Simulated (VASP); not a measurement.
# Se: single point with PBEsol

Crystal: Se.

```
Se
1.0
    -1.40380    1.40380    1.40380
     1.40380   -1.40380    1.40380
     1.40380    1.40380   -1.40380
Se
1
Direct
  0.00000 0.00000 0.00000
```

- Program: VASP 6.6.1
- Task: single point
- Functional: PBEsol
- Potentials or basis: VASP PAW PBE potentials, release 64 (Se)
- Cutoff: 500 eV
- k mesh: 10 × 10 × 10
- Occupations: fermi-dirac, width 0.05 eV
- Spin: no spin polarisation
- Dipole correction: no
- Further INCAR settings: ALGO = Normal; EDIFF = 1e-06; NBANDS = 9

The pressure is 162.3 GPa and the band gap on the k mesh is zero (band 3 reaches 22.86 eV, above the bottom of band 4 at 8.80 eV).

Levels at points of the mesh, in eV from the Fermi level:
| k point | band 1 | band 2 | band 3 | band 4 | band 5 | band 6 | band 7 |
| --- | --- | --- | --- | --- | --- | --- | --- |
| (0.00, 0.00, 0.00) | -24.20 | 7.47 | 7.47 | 7.47 | 13.93 | 13.93 | 13.93 |
| (0.50, 0.00, 0.00) | -15.76 | -13.47 | 0.38 | 3.86 | 7.13 | 7.92 | 21.97 |
| (0.50, 0.50, 0.50) | -7.97 | -6.59 | -6.59 | -6.59 | 0.06 | 0.06 | 30.26 |

Wall time 4.1 s on 1 thread of Intel(R) Xeon(R) Platinum 8559C (Emerald Rapids), with other jobs on the host, peak memory 0.12 GiB.

Caveat: the PAW data sets were made with another functional, which shifts forces and pressure a little.
